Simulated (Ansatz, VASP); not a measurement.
## Two plane-wave programs on NbRu3C

The input INCAR:

```
SYSTEM = NbRu3C
PREC = Accurate
ENCUT = 520
EDIFF = 1E-6
ISMEAR = 0
SIGMA = 0.1
LREAL = .False.
LASPH = .True.
NELM = 60
ALGO = Normal
ISIF = 2
LWAVE = .False.
LCHARG = .False.
GGA = PE
NBANDS = 38
```

File KPOINTS:

```
regular mesh
0
Gamma
  12 12 14
  0 0 0
```

Contents of POSCAR:

```
NbRu3C
1.0
    5.3961299705      0.0000000000      0.0000000000
   -2.6980649853      4.6731856366      0.0000000000
    0.0000000000      0.0000000000      2.7716365717
Nb Ru C
1 3 1
Direct
    0.6666666667      0.3333333333      0.5000000000
    0.1641212568      0.8358787432      0.5000000000
    0.1641212568      0.3282425136      0.5000000000
    0.6717574864      0.8358787432      0.5000000000
    0.3333333333      0.6666666667      0.0000000000
```

Input for Ansatz:

```yaml
crystal:
  lattice:
    - [5.3961299705, 0.0, 0.0]
    - [-2.6980649853, 4.6731856366, 0.0]
    - [0.0, 0.0, 2.7716365717]
  atoms:
    - { symbol: Nb, position: [0.6666666667, 0.3333333333, 0.5] }
    - { symbol: Ru, position: [0.1641212568, 0.8358787432, 0.5] }
    - { symbol: Ru, position: [0.1641212568, 0.3282425136, 0.5] }
    - { symbol: Ru, position: [0.6717574864, 0.8358787432, 0.5] }
    - { symbol: C, position: [0.3333333333, 0.6666666667, 0.0] }
basis:
  ecutwfc: 420
kpoints:
  mp_grid: { grid: [12, 12, 14] }
  band_path:
    path:
      - [[0.0, 0.0, 0.0], [0.5, 0.0, 0.0], [0.33333333, 0.33333333, 0.0], [0.0, 0.0, 0.0], [0.0, 0.0, 0.5], [0.5, 0.0, 0.5], [0.33333333, 0.33333333, 0.5], [0.0, 0.0, 0.5]]
      - [[0.5, 0.0, 0.5], [0.5, 0.0, 0.0]]
      - [[0.33333333, 0.33333333, 0.5], [0.33333333, 0.33333333, 0.0]]
    npoints: 14
hamiltonian:
  xc: pbe
scf:
  occupations: { method: gaussian, width: 0.1 }
  n_extra_bands: 12
output:
  forces: true
  stress: true
  eigenvalues: true
  populations: true
  dos: { projected: true, de: 0.02, nscf_kmesh: { grid: [15, 15, 17] } }
  bader: true
  write_density: true
  write_potential: true
  elf: true
  volumetric_format: npy
```

Alike in both runs: task single point; functional PBE; k mesh 12 × 12 × 14; occupations gaussian, width 0.1 eV; no spin polarisation.

|  | VASP | Ansatz |
| --- | --- | --- |
| version | VASP 6.6.1 | Ansatz 0.2.0 |
| potentials or method | VASP PAW PBE potentials, release 64 (Nb_sv, Ru_pv, C), cutoff 520 eV | scalar-relativistic, plane waves, PAW |
| valence electrons in the cell | 59 | 65 |

Ansatz gave:

| Quantity | Value |
| --- | --- |
| gap on the k mesh at the Fermi level (eV) | none |
| pressure (GPa) | 0.0 |
| rms of the force components (eV/Å) | 0.000 |

Problem. Estimate VASP's values.

Solution. gap on the k mesh at the Fermi level (eV): none; pressure (GPa): 0.0; rms of the force components (eV/Å): 0.011.

Atom by atom the forces differ by 0.011 eV/Å (rms over components). A gap of «none» marks a metal or a gap that the smearing closes. With one functional, cell and mesh, what is left measures potentials, basis and numerics. VASP's potentials hold 59 valence electrons a cell and Ansatz's 65, so a difference there can come from the potentials and not from the codes.
